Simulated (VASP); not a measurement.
A run of VASP 6.6.1 is set up as follows.

The input INCAR:

```
  ALGO = Normal
  EDIFF = 1E-6
  ENCUT = 520
  ISIF = 2
  ISMEAR = 0
  LASPH = T
  LCHARG = T
  LELF = T
  LREAL = F
  LVHAR = T
  LWAVE = F
  NBANDS = 14
  NELM = 80
  PREC = Accurate
  SIGMA = 0.15
```

KPOINTS

```
k-points
0
Gamma
  20 20 20
```

Contents of POSCAR:

```
ZrB
1.0
    0.0000000000      2.2522956368      2.4775252005
    2.2522956368      0.0000000000      2.4775252005
    2.2522956368      2.2522956368      0.0000000000
Zr B
1 1
Direct
    0.0000000000      0.0000000000      0.0000000000
    0.5000000000      0.5000000000      0.5000000000
```

Potentials or basis: VASP PAW LDA potentials, release 64 (Zr_sv, B).

The run is started by

```bash
$ cat potpaw_LDA.64/Zr_sv/POTCAR potpaw_LDA.64/B/POTCAR > POTCAR
$ mpirun -np 1 vasp_std > vasp.out
```

**Question.** Estimate the pressure.

**Answer.** 28.1 GPa.

Stress tensor (GPa, compression positive):
```
42.31  0.00  0.00
 0.00 42.31  0.00
 0.00  0.00 -0.35
```
